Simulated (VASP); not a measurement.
# Si (Fd-3m) in VASP: further runs

The runs below take Si through single point, with r2SCAN.

Everything below comes from runs of VASP 6.6.1. Logs are shortened: lines on timing, memory, paths and dates and some standing lists are left out, and cuts for length are marked.

**1. The cell of the first run**

Symmetry: Fd-3m, No. 227, cubic system. The conventional cell has a = 5.440 Å, b = 5.440 Å, c = 5.440 Å, α = 90.00°, β = 90.00°, γ = 90.00°. Si (site symmetry -43m) has 4 Si at 2.36 Å within 3.1 Å.

**2. Single point, r2SCAN**

Input file POSCAR:

```
Si
1.0
    0.0000000000      2.7200000000      2.7200000000
    2.7200000000      0.0000000000      2.7200000000
    2.7200000000      2.7200000000      0.0000000000
Si
2
Direct
    0.0000000000      0.0000000000      0.0000000000
    0.2500000000      0.2500000000      0.2500000000
```

Input file INCAR.step1:

```
  PREC = Accurate
  ENCUT = 550
  ISMEAR = 0
  SIGMA = 0.1
  LREAL = F
  LASPH = T
  NELM = 120
  NBANDS = 11
  GGA = PE
  ALGO = Normal
  EDIFF = 1E-5
  LWAVE = T
  LCHARG = F
  GGA_COMPAT = F
```

Input file INCAR.step2:

```
  PREC = Accurate
  ENCUT = 550
  EDIFF = 1E-6
  ISMEAR = 0
  SIGMA = 0.1
  LREAL = F
  LASPH = T
  NELM = 120
  ALGO = Normal
  ISIF = 2
  LWAVE = F
  LCHARG = F
  METAGGA = R2SCAN
  LMIXTAU = T
  NBANDS = 11
  ISTART = 1
  GGA_COMPAT = F
```

Input file KPOINTS:

```
regular mesh
0
Gamma
  6 6 6
```

Potentials or basis: VASP PAW PBE potentials, release 64 (Si).

Launch:

```console
cat potpaw_PBE.64/Si/POTCAR > POTCAR
cp INCAR.step1 INCAR
mpirun -np 1 vasp_std > vasp.out
cp INCAR.step2 INCAR
mpirun -np 1 vasp_std > vasp.out
```

OUTCAR:

```text
PREC = Accurate
   ENCUT = 550
   EDIFF = 1E-6
   ISMEAR = 0
   LREAL = F
   LASPH = T
   NELM = 120
   ISIF = 2
   METAGGA = R2SCAN
   ISTART = 1

 ion  position               nearest neighbor table
   1  0.000  0.000  0.000-   2 2.36   2 2.36   2 2.36   2 2.36
   2  0.250  0.250  0.250-   1 2.36   1 2.36   1 2.36   1 2.36

  LATTYP: Found a face centered cubic cell.
 ALAT       =     5.4400000000

  Lattice vectors:

 A1 = (   0.0000000000,   2.7200000000,   2.7200000000)
 A2 = (   2.7200000000,   0.0000000000,   2.7200000000)
 A3 = (   2.7200000000,   2.7200000000,   0.0000000000)

Analysis of symmetry for initial positions (statically):
=====================================================================
 Subroutine PRICEL returns:
 Original cell was already a primitive cell.

 Routine SETGRP: Setting up the symmetry group for a
 face centered cubic supercell.

 Subroutine GETGRP returns: Found 48 space group operations
 (whereof 24 operations were pure point group operations)
 out of a pool of 48 trial point group operations.

The static configuration has the point symmetry T_d .
 The point group associated with its full space group is O_h .

Analysis of symmetry for dynamics (positions and initial velocities):
=====================================================================
 Subroutine PRICEL returns:
 Original cell was already a primitive cell.

 Routine SETGRP: Setting up the symmetry group for a
 face centered cubic supercell.

 Subroutine GETGRP returns: Found 48 space group operations
 (whereof 24 operations were pure point group operations)
 out of a pool of 48 trial point group operations.

The dynamic configuration has the point symmetry T_d .
 The point group associated with its full space group is O_h .

 Subroutine INISYM returns: Found 48 space group operations
 (whereof 24 operations are pure point group operations),
 and found     1 'primitive' translations

----------------------------------------------------------------------------------------

                                     Primitive cell

  volume of cell :      40.2473

  direct lattice vectors                    reciprocal lattice vectors
     0.000000000  2.720000000  2.720000000    -0.183823529  0.183823529  0.183823529
     2.720000000  0.000000000  2.720000000     0.183823529 -0.183823529  0.183823529
     2.720000000  2.720000000  0.000000000     0.183823529  0.183823529 -0.183823529

  length of vectors
     3.846660890  3.846660890  3.846660890     0.318391693  0.318391693  0.318391693

[... 80 lines left out ...]
   TEBEG  =    0.0;   TEEND  =   0.0 temperature during run
   PSTRESS=    0.0 pullay stress
   NELECT =       8.0000    total number of electrons
   NUPDOWN=      -1.0000    fix difference up-down
   EMIN   =  10.00;   EMAX   =-10.00  energy-range for DOS
   EFERMI =   0.00;   METHOD = LEGACY
   ISMEAR =     0;   SIGMA  =   0.10  broadening in eV -4-tet -1-fermi 0-gaus
   EFERMI_NEDOS =   21; number of points for ismear=-14 and -15
   IALGO  =     38    algorithm
   IMIX   =      4    mixing-type and parameters
     AMIX     =   0.40;   BMIX     =  1.00
     AMIX_MAG =   1.60;   BMIX_MAG =  1.00
  volume/ion in A,a.u.               =      20.12       135.80
  Fermi-wavevector in a.u.,A,eV,Ry     =   0.955416  1.805475 12.419671  0.912820
  Thomas-Fermi vector in A             =   2.084252
   LORBIT       =      0    0 simple, 1 ext, 2 COOP (PROOUT), +10 PAW based schemes
   METAGGA = R2SCAN    functional components
   LHFCALC =     F    Hartree Fock is set to
   AEXX    =    0.0000 exact exchange contribution
   IVDW    =     0    specifies the selected vdW correction
   LEPSILON=     F    determine dielectric tensor
   LRPA    =     F    only Hartree local field effects (RPA)
 non-spin polarized calculation
 Gauss-broadening in eV      SIGMA  =   0.10
  energy-cutoff  :      550.00
  volume of cell :       40.25
 maximum number of plane-waves:      1243
 NGX is ok and might be reduce to    30
   NGX = 15   NGY = 15   NGZ = 15

 number of electron       8.0000001 magnetization

 Free energy of the ion-electron system (eV)
  ---------------------------------------------------
  ext. energy  EPLUGINS =         0.00000000
  ---------------------------------------------------
  free energy    TOTEN  =       -17.52881947 eV

  energy without entropy =      -17.52881947  energy(sigma->0) =      -17.52881947

 E-fermi :   6.1198     XC(G=0):  -9.8308

 val. band max:        5.6920286118   @ k =   0.0000   0.0000   0.0000
 cond. band min:       6.6196051934   @ k =   0.5000   0.5000   0.0000
 fundamental gap:      0.9275765816
 Fermi energy:         6.1198395682

 k-point     1 :       0.0000    0.0000    0.0000
  band No.  band energies     occupation
      1      -6.7978      2.00000
      2       5.6920      2.00000
      3       5.6920      2.00000
      4       5.6920      2.00000
      5       8.4466      0.00000
      6       8.4466      0.00000
      7       8.4466      0.00000
      8       9.6193      0.00000
      9      13.8126      0.00000
     10      13.8126      0.00000
     11      14.3660      0.00000
[... 197 lines left out ...]
 k-point    16 :      -0.3333    0.5000    0.1667
  band No.  band energies     occupation
      1      -2.3245      2.00000
      2      -2.3245      2.00000
      3       1.8994      2.00000
      4       1.8994      2.00000
      5       8.7196      0.00000
      6       8.7196      0.00000
      7      12.9340      0.00000
      8      12.9340      0.00000
      9      16.9437      0.00000
     10      16.9437      0.00000
     11      19.4510      0.00000

------------------------ aborting loop because EDIFF is reached ----------------------------------------

  FORCE on cell =-STRESS in cart. coord.  units (eV):
  Direction    XX          YY          ZZ          XY          YZ          ZX
  --------------------------------------------------------------------------------------
  -------------------------------------------------------------------------------------
  Total        0.0138998      0.0138998      0.0138998     -0.0000000      0.0000000     -0.0000000
  in kB        0.5533276      0.5533276      0.5533276     -0.0000000      0.0000000     -0.0000000
  external PRESSURE =       0.5533276 kB  Pullay stress =       0.0000000 kB

 VOLUME and BASIS-vectors are now :
 -----------------------------------------------------------------------------
  energy-cutoff  :      550.00
  volume of cell :       40.25
      direct lattice vectors                 reciprocal lattice vectors
     0.000000000  2.720000000  2.720000000    -0.183823529  0.183823529  0.183823529
     2.720000000  0.000000000  2.720000000     0.183823529 -0.183823529  0.183823529
     2.720000000  2.720000000  0.000000000     0.183823529  0.183823529 -0.183823529

 POSITION                                       TOTAL-FORCE (eV/Angst)
 -----------------------------------------------------------------------------------
      0.00000      0.00000      0.00000        -0.000000     -0.000000     -0.000000
      1.36000      1.36000      1.36000         0.000000      0.000000      0.000000
 -----------------------------------------------------------------------------------
    total drift:                               -0.000000     -0.000000     -0.000000

  FREE ENERGIE OF THE ION-ELECTRON SYSTEM (eV)
  ---------------------------------------------------
  free  energy   TOTEN  =       -17.5288194728 eV

  energy  without entropy=      -17.5288194728  energy(sigma->0) =      -17.52881947
```

OUTCAR.step1:

```text
PREC = Accurate
   ENCUT = 550
   ISMEAR = 0
   LREAL = F
   LASPH = T
[... 436 lines left out ...]
 -----------------------------------------------------------------------------------
      0.00000      0.00000      0.00000        -0.000000     -0.000000     -0.000000
      1.36000      1.36000      1.36000         0.000000      0.000000      0.000000
 -----------------------------------------------------------------------------------
    total drift:                               -0.000000     -0.000000     -0.000000

  FREE ENERGIE OF THE ION-ELECTRON SYSTEM (eV)
  ---------------------------------------------------
  free  energy   TOTEN  =       -10.8232281204 eV

  energy  without entropy=      -10.8232281139  energy(sigma->0) =      -10.82322812
```

It took 43 s on 1 thread of Intel Xeon 8259CL, shared host; peak memory 0.16 GiB.

What came out:

| Property | Result |
| --- | --- |
| Free energy | -17.5288 eV |
| Pressure | 0.1 GPa |
| Band gap on the k mesh | 0.93 eV (least direct gap 2.75 eV) |

Caveat: the PAW data sets were made with another functional, which shifts forces and pressure a little.

**3. Single point, r2SCAN**

This run uses another cell than the first one, of 20.17 Å³/atom.

Input file POSCAR:

```
Si
1.0
    0.0000000000      2.7219898880      2.7219898880
    2.7219898880      0.0000000000      2.7219898880
    2.7219898880      2.7219898880      0.0000000000
Si
2
Direct
    0.0000000000      0.0000000000      0.0000000000
    0.2500000000      0.2500000000      0.2500000000
```

Input file INCAR.step1:

```
PREC = Accurate
ENCUT = 550
ISMEAR = 0
SIGMA = 0.02
LREAL = F
LASPH = T
NELM = 120
NBANDS = 11
GGA = PE
ALGO = Normal
EDIFF = 1E-5
LWAVE = T
LCHARG = F
GGA_COMPAT = F
```

Input file INCAR.step2:

```
PREC = Accurate
ENCUT = 550
EDIFF = 1E-6
ISMEAR = 0
SIGMA = 0.02
LREAL = F
LASPH = T
NELM = 120
ALGO = Normal
ISIF = 2
LWAVE = F
LCHARG = F
METAGGA = R2SCAN
LMIXTAU = T
NBANDS = 11
ISTART = 1
GGA_COMPAT = F
```

Input file KPOINTS:

```
Automatic mesh
0
Gamma
  8 8 8
```

Potentials or basis: VASP PAW PBE potentials, release 64 (Si).

Launch:

```console
cat potpaw_PBE.64/Si/POTCAR > POTCAR
cp INCAR.step1 INCAR
mpirun -np 1 vasp_std > vasp.out
cp INCAR.step2 INCAR
mpirun -np 1 vasp_std > vasp.out
```

Wall time 79 s (1 thread of Intel Xeon 8259CL, shared host); peak memory 0.16 GiB.

The run converged. Its results:

```yaml
Free_energy: -17.5470 eV
Pressure: -0.2 GPa
Band_gap_on_the_k_mesh: 0.83 eV (least direct gap 2.75 eV)
```

Levels at points of the mesh, in eV from the valence-band top:
```tsv
k point	band 1	band 2	band 3	band 4	band 5	band 6	band 7	band 8	band 9
(0.00, 0.00, 0.00)	-12.47	0.00	0.00	0.00	2.75	2.75	2.75	3.90	8.12
(0.50, 0.00, 0.00)	-10.04	-7.23	-1.27	-1.27	1.86	3.59	3.59	8.33	11.14
(0.50, 0.50, 0.00)	-8.13	-8.13	-2.99	-2.99	0.93	0.93	10.82	10.82	11.60
```

Caveat: the PAW data sets were made with another functional, which shifts forces and pressure a little. A k mesh can miss the band edges.

**4. Single point, r2SCAN**

This run uses another cell than the first one, of 20.17 Å³/atom.

POSCAR is that of step 3.

Input file INCAR.step1:

```
SYSTEM = Si
PREC = Accurate ; ENCUT = 550
ISMEAR = 0 ; SIGMA = 0.02
LREAL = .FALSE. ; LASPH = .TRUE.
NELM = 120 ; NBANDS = 11
GGA = PE ; ALGO = Normal
EDIFF = 1E-5 ; LWAVE = .TRUE.
LCHARG = .FALSE. ; GGA_COMPAT = .FALSE.
```

Input file INCAR.step2:

```
SYSTEM = Si
PREC = Accurate ; ENCUT = 550
EDIFF = 1E-6 ; ISMEAR = 0
SIGMA = 0.02 ; LREAL = .FALSE.
LASPH = .TRUE. ; NELM = 120
ALGO = Normal ; ISIF = 2
LWAVE = .FALSE. ; LCHARG = .FALSE.
METAGGA = R2SCAN ; LMIXTAU = .TRUE.
NBANDS = 11 ; ISTART = 1
GGA_COMPAT = .FALSE.
```

Input file KPOINTS:

```
regular mesh
0
G
  10 10 10
  0 0 0
```

Launch:

```console
cat potpaw_PBE.64/Si/POTCAR > POTCAR
cp INCAR.step1 INCAR
mpirun -np 1 vasp_std > vasp.out
cp INCAR.step2 INCAR
mpirun -np 1 vasp_std > vasp.out
```

Run time: 2.3 min. Hardware: 1 thread of Intel Xeon 8259CL, shared host; peak memory 0.17 GiB.

Results (log left out):

- Free energy: -17.5497 eV
- Pressure: -0.2 GPa
- Band gap on the k mesh: 0.79 eV (least direct gap 2.76 eV)

Levels at points of the mesh, in eV from the valence-band top:
| k point | band 2 | band 3 | band 4 | band 5 | band 6 | band 7 |
| --- | --- | --- | --- | --- | --- | --- |
| (0.00, 0.00, 0.00) | 0.00 | 0.00 | 0.00 | 2.76 | 2.76 | 2.76 |
| (0.50, 0.00, 0.00) | -7.23 | -1.27 | -1.27 | 1.86 | 3.59 | 3.59 |
| (0.50, 0.50, 0.00) | -8.13 | -2.99 | -2.99 | 0.93 | 0.93 | 10.82 |

Caveat: the PAW data sets were made with another functional, which shifts forces and pressure a little.

**5. Overview**

| cell | k mesh | smearing | gap on the mesh (eV) | pressure (GPa) |
| --- | --- | --- | --- | --- |
| a = 3.847 Å, angles 60.0°, 2 atoms | 6 × 6 × 6 | gaussian 0.1 eV | 0.93 | 0.1 |
| a = 3.849 Å, angles 60.0°, 2 atoms | 8 × 8 × 8 | gaussian 0.02 eV | 0.83 | -0.2 |
| a = 3.849 Å, angles 60.0°, 2 atoms | 10 × 10 × 10 | gaussian 0.02 eV | 0.79 | -0.2 |

Alike in all rows: task single point; level r2SCAN; potentials or basis VASP PAW PBE potentials, release 64 (Si); no spin polarisation; cutoff (eV) 550.

Caveats: the PAW data sets were made with another functional, which shifts forces and pressure a little.

Total energies depend on the potentials used, so only differences within one code and one set of settings carry meaning.
